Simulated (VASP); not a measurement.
# MgB2 (P6/mmm) in VASP: further runs, part 2 of 2

VASP 6.6.1.

## Step 5: Single point, r2SCAN

This run uses another cell than the first one, of 9.61 Å³/atom, 1.049 times its volume.

POSCAR reads:

```
MgB2
1.0
    3.0758396983      0.0000000000      0.0000000000
   -1.5379198491      2.6637553167      0.0000000000
    0.0000000000      0.0000000000      3.5177815068
Mg B
1 2
Direct
    0.0000000000      0.0000000000      0.0000000000
    0.3333333333      0.6666666667      0.5000000000
    0.6666666667      0.3333333333      0.5000000000
```

INCAR.step1 reads:

```
SYSTEM = MgB2
  PREC = Accurate
  ENCUT = 520
  ISMEAR = 0
  SIGMA = 0.05
  LREAL = .False.
  LASPH = .True.
  NELM = 60
  NBANDS = 11
  GGA = PE
  ALGO = Normal
  EDIFF = 1E-4
  LWAVE = .True.
  LCHARG = .False.
```

INCAR.step2 reads:

```
SYSTEM = MgB2
  PREC = Accurate
  ENCUT = 520
  EDIFF = 1E-7
  ISMEAR = 0
  SIGMA = 0.05
  LREAL = .False.
  LASPH = .True.
  NELM = 60
  ALGO = Normal
  ISIF = 2
  LWAVE = .False.
  LCHARG = .True.
  METAGGA = R2SCAN
  LMIXTAU = .True.
  LELF = .True.
  LVHAR = .True.
  NBANDS = 11
  ISTART = 1
```

KPOINTS reads:

```
Automatic mesh
0
Gamma
  14 14 12
  0 0 0
```

Potentials or basis: VASP PAW PBE potentials, release 64 (Mg, B).

The run is started by

```sh
$ cat potpaw_PBE.64/Mg/POTCAR potpaw_PBE.64/B/POTCAR > POTCAR
$ cp INCAR.step1 INCAR
$ mpirun -np 1 vasp_std > vasp.out
$ cp INCAR.step2 INCAR
$ mpirun -np 1 vasp_std > vasp.out
```

OUTCAR:

```text
SYSTEM = MgB2
   PREC = Accurate
   ENCUT = 520
   EDIFF = 1E-7
   ISMEAR = 0
   LREAL = .False.
   LASPH = .True.
   NELM = 60
   ISIF = 2
   METAGGA = R2SCAN
   ISTART = 1

 ion  position               nearest neighbor table
   1  0.000  0.000  0.000-   2 2.50   3 2.50   2 2.50   3 2.50   2 2.50   2 2.50   3 2.50   3 2.50
                             3 2.50   3 2.50   2 2.50   2 2.50
   2  0.333  0.667  0.500-   3 1.78   3 1.78   3 1.78   1 2.50   1 2.50   1 2.50   1 2.50   1 2.50
                             1 2.50
   3  0.667  0.333  0.500-   2 1.78   2 1.78   2 1.78   1 2.50   1 2.50   1 2.50   1 2.50   1 2.50
                             1 2.50

  LATTYP: Found a hexagonal cell.
 ALAT       =     3.0758396983
 C/A-ratio  =     1.1436816778

  Lattice vectors:

 A1 = (   3.0758396983,   0.0000000000,   0.0000000000)
 A2 = (  -1.5379198491,   2.6637553167,   0.0000000000)
 A3 = (   0.0000000000,   0.0000000000,   3.5177815068)

Analysis of symmetry for initial positions (statically):
=====================================================================
 Subroutine PRICEL returns:
[... 178 lines left out ...]
 fundamental gap:      0.0202681568
 Fermi energy:         5.3325802380

 k-point     1 :       0.0000    0.0000    0.0000
  band No.  band energies     occupation
      1      -7.9357      2.00000
      2       2.1710      2.00000
      3       5.7282      0.00000
      4       5.7282      0.00000
      5       7.2883      0.00000
      6      11.9957      0.00000
      7      11.9957      0.00000
      8      13.9122      0.00000
      9      16.2044      0.00000
     10      19.2522      0.00000
     11      22.6500      0.00000
[... 309 lines left out ...]
 k-point    24 :       0.3571    0.2857    0.0000
  band No.  band energies     occupation
      1      -2.8679      2.00000
      2      -2.3099      2.00000
      3      -0.5596      2.00000
      4       6.7786      0.00000
      5       7.6716      0.00000
      6      11.7754      0.00000
      7      12.1258      0.00000
      8      14.8530      0.00000
      9      15.2833      0.00000
     10      18.0227      0.00000
     11      19.1066      0.00000

 [... further k-points ...]
[... 5 lines left out ...]
  --------------------------------------------------------------------------------------
  -------------------------------------------------------------------------------------
  Total       -0.2331797     -0.2331797     -0.3054070     -0.0000000     -0.0000000      0.0000000
  in kB      -12.9620741    -12.9620741    -16.9770660     -0.0000000     -0.0000000      0.0000000
  external PRESSURE =     -14.3004047 kB  Pullay stress =       0.0000000 kB

 VOLUME and BASIS-vectors are now :
 -----------------------------------------------------------------------------
  energy-cutoff  :      520.00
  volume of cell :       28.82
      direct lattice vectors                 reciprocal lattice vectors
     3.075839698  0.000000000  0.000000000     0.325114472  0.187704928  0.000000000
    -1.537919849  2.663755317  0.000000000     0.000000000  0.375409856  0.000000000
     0.000000000  0.000000000  3.517781507     0.000000000  0.000000000  0.284270071

 POSITION                                       TOTAL-FORCE (eV/Angst)
 -----------------------------------------------------------------------------------
      0.00000      0.00000      0.00000         0.000000      0.000000      0.000000
     -0.00000      1.77584      1.75889        -0.000000      0.000000     -0.000000
      1.53792      0.88792      1.75889         0.000000     -0.000000      0.000000
 -----------------------------------------------------------------------------------
    total drift:                                0.000000     -0.000000      0.000000

  FREE ENERGIE OF THE ION-ELECTRON SYSTEM (eV)
  ---------------------------------------------------
  free  energy   TOTEN  =       -19.4044905418 eV

  energy  without entropy=      -19.4038156310  energy(sigma->0) =      -19.40415309
```

OSZICAR.step1:

```text
N       E                     dE             d eps       ncg     rms          rms(c)
DAV:   1     0.454437959938E+01    0.45444E+01   -0.37763E+03  3944   0.609E+02
DAV:   2    -0.164619071924E+02   -0.21006E+02   -0.19821E+02  4699   0.108E+02
DAV:   3    -0.170242058623E+02   -0.56230E+00   -0.56083E+00  4818   0.147E+01
DAV:   4    -0.170255888507E+02   -0.13830E-02   -0.13829E-02  4228   0.790E-01
DAV:   5    -0.170255946774E+02   -0.58267E-05   -0.58264E-05  4677   0.538E-02    0.527E+00
DAV:   6    -0.155746969817E+02    0.14509E+01   -0.17996E+00  4184   0.622E+00    0.252E+00
DAV:   7    -0.153301050878E+02    0.24459E+00   -0.98897E-01  4341   0.458E+00    0.769E-01
DAV:   8    -0.153376714358E+02   -0.75663E-02   -0.12044E-01  4115   0.185E+00    0.439E-01
DAV:   9    -0.153251733477E+02    0.12498E-01   -0.26221E-02  4110   0.739E-01    0.989E-02
DAV:  10    -0.153247065837E+02    0.46676E-03   -0.26868E-03  4502   0.269E-01    0.249E-02
DAV:  11    -0.153247052142E+02    0.13695E-05   -0.74932E-05  2601   0.598E-02
   1 F= -.15324705E+02 E0= -.15324263E+02  d E =-.885182E-03
```

Wall time 6.5 min (1 thread of AMD EPYC 7R13, shared host); peak memory 0.16 GiB.

Results:

```yaml
Free_energy: -19.4045 eV
Pressure: -1.4 GPa
Band_gap_on_the_k_mesh: zero (band 4 reaches 6.78 eV, above the bottom of band 5 at 3.63 eV)
```

Caveat: the PAW data sets were made with another functional, which shifts forces and pressure a little.

## Step 6: Single point, r2SCAN (volume scaled by 1.020)

POSCAR reads:

```
MgB2
1.0
    3.0863405688      0.0000000000      0.0000000000
   -1.5431702844      2.6728493373      0.0000000000
    0.0000000000      0.0000000000      3.5396031193
Mg B
1 2
Direct
    0.0000000000      0.0000000000      0.0000000000
    0.3333333333      0.6666666667      0.5000000000
    0.6666666667      0.3333333333      0.5000000000
```

INCAR.step1 reads:

```
ALGO = Normal
EDIFF = 1E-4
ENCUT = 520
GGA = PE
ISMEAR = 0
LASPH = T
LCHARG = F
LREAL = F
LWAVE = T
NBANDS = 11
NELM = 80
PREC = Accurate
SIGMA = 0.05
```

INCAR.step2 reads:

```
ALGO = Normal
EDIFF = 1E-6
ENCUT = 520
ISIF = 2
ISMEAR = 0
ISTART = 1
LASPH = T
LCHARG = F
LMIXTAU = T
LREAL = F
LWAVE = F
METAGGA = R2SCAN
NBANDS = 11
NELM = 80
PREC = Accurate
SIGMA = 0.05
```

KPOINTS reads:

```
k-points
0
Gamma
  14 14 12
```

Potentials or basis: VASP PAW PBE potentials, release 64 (Mg, B).

The run is started by

```sh
$ cat potpaw_PBE.64/Mg/POTCAR potpaw_PBE.64/B/POTCAR > POTCAR
$ cp INCAR.step1 INCAR
$ mpirun -np 1 vasp_std > vasp.out
$ cp INCAR.step2 INCAR
$ mpirun -np 1 vasp_std > vasp.out
```

It took 4.8 min on 1 thread of AMD EPYC 7R13, shared host; peak memory 0.16 GiB.

The run converged. Its results:

```
Free energy            : -19.3990 eV
Pressure               : -3.2 GPa
Band gap on the k mesh : zero (band 4 reaches 6.67 eV, above the bottom of band 5 at 3.57 eV)
```

Stress tensor (GPa, compression positive):
```
-3.10  0.00  0.00
 0.00 -3.10  0.00
 0.00  0.00 -3.53
```

Levels at points of the mesh, in eV from the Fermi level:
```
           k point  band 1  band 2  band 3  band 4  band 5  band 6  band 7  band 8
(0.00, 0.00, 0.00)  -13.19   -3.16    0.40    0.40    1.87    6.64    6.64    8.48
(0.50, 0.00, 0.00)   -9.16   -8.25   -2.30    0.18    3.25    4.14    5.68    7.77
(0.00, 0.00, 0.50)  -11.93   -7.73    0.79    0.79    6.95    6.95    8.59   10.33
(0.50, 0.00, 0.50)   -8.17   -7.36   -3.73   -2.01   -1.22    6.02    9.49    9.63
```

Caveat: the cell differs from its parent crystal (volume scaled by 1.020); the PAW data sets were made with another functional, which shifts forces and pressure a little.

## Step 7: The runs side by side

```tsv
cell	gap on the mesh (eV)	pressure (GPa)
a = 3.037, b = 3.037, c = 3.442 Å, angles 90.0, 90.0, 120.0°, 3 atoms	none	6.1
a = 3.054, b = 3.054, c = 3.473 Å, angles 90.0, 90.0, 120.0°, 3 atoms	none	2.7
a = 3.071, b = 3.071, c = 3.506 Å, angles 90.0, 90.0, 120.0°, 3 atoms	none	-0.4
a = 3.076, b = 3.076, c = 3.518 Å, angles 90.0, 90.0, 120.0°, 3 atoms	none	-1.4
a = 3.086, b = 3.086, c = 3.540 Å, angles 90.0, 90.0, 120.0°, 3 atoms	none	-3.2
```

Alike in all rows: task single point; level r2SCAN; potentials or basis VASP PAW PBE potentials, release 64 (Mg, B); no spin polarisation; k mesh 14 × 14 × 12; cutoff (eV) 520; smearing gaussian 0.05 eV.

Caveats: the PAW data sets were made with another functional, which shifts forces and pressure a little.

Total energies depend on the potentials used, so only differences within one code and one set of settings carry meaning.
